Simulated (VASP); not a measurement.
A run of VASP 6.6.1:

The input INCAR:

```
  ALGO = Normal
  EDIFF = 1E-7
  ENCUT = 520
  GGA = PE
  ISIF = 2
  ISMEAR = 0
  ISPIN = 2
  LASPH = True
  LCHARG = False
  LDAU = True
  LDAUJ = 0 0
  LDAUL = 2 -1
  LDAUPRINT = 1
  LDAUTYPE = 2
  LDAUU = 7 0
  LMAXMIX = 4
  LORBIT = 11
  LREAL = False
  LWAVE = False
  MAGMOM = 1.7 -1.7 0 0
  NBANDS = 28
  NELM = 150
  PREC = Accurate
  SIGMA = 0.01
```

The input KPOINTS:

```
k-points
0
Gamma
  8 8 8
```

File POSCAR:

```
NiO
1.0
    2.0606533300      2.0606533300      4.1491533300
    4.1491533300      2.0606533300      2.0606533300
    2.0606533300      4.1491533300      2.0606533300
Ni O
2 2
Direct
    0.0000000000      0.0000000000      0.0000000000
    0.5000000000      0.5000000000      0.5000000000
    0.2500000000      0.2500000000      0.2500000000
    0.7500000000      0.7500000000      0.7500000000
```

Potentials or basis: VASP PAW PBE potentials, release 64 (Ni, O).

Launch:

```sh
$ cat potpaw_PBE.64/Ni/POTCAR potpaw_PBE.64/O/POTCAR > POTCAR
$ mpirun -np 1 vasp_std > vasp.out
```

Hardware: 1 thread of AMD EPYC 7R43 64-Core Processor (Zen 3) (shared host).

Problem. Estimate the wall time of this run.

Solution. It took 6.3 min on 1 thread of AMD EPYC 7R43 64-Core Processor (Zen 3) (shared host), peak memory 0.3 GiB. Counts: scf iterations 20, k points 65.
